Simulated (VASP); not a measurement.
W, 1 atom in the cell. It takes space group I4/mmm (No. 139, tetragonal). Conventional cell: a = 2.673 Å, b = 2.673 Å, c = 4.536 Å, α = 90.00°, β = 90.00°, γ = 90.00°. Within 3.5 Å of W (site symmetry 4/mmm) lie 12 W at 2.67 to 2.95 Å.  This cell differs from its parent crystal: ratio of the length along z to the lengths across it x 1.2, volume and fractional coordinates fixed.

- Program: VASP 6.6.1
- Task: single point
- Functional: r2SCAN
- Potentials or basis: VASP PAW PBE potentials, release 64 (W_sv)
- Cutoff: 520 eV
- k mesh: 28 × 28 × 28
- Occupations: gaussian, width 0.15 eV
- Spin: no spin polarisation
- Dipole correction: no
- Further INCAR settings: ALGO = Normal; EDIFF = 1e-06; NBANDS = 13

Potentials or basis: VASP PAW PBE potentials, release 64 (W_sv).

The run is started by

```console
$ cat potpaw_PBE.64/W_sv/POTCAR > POTCAR
$ cp INCAR.step1 INCAR
$ mpirun -np 1 vasp_std > vasp.out
$ cp INCAR.step2 INCAR
$ mpirun -np 1 vasp_std > vasp.out
```

Hardware: 1 thread of AMD EPYC 7R43 64-Core Processor (Zen 3), with other jobs on the host.

Q: How long does it take, and how much memory?

A: Wall time 31 min on 1 thread of AMD EPYC 7R43 64-Core Processor (Zen 3), with other jobs on the host, peak memory 0.37 GiB. Counts: k points 1639.
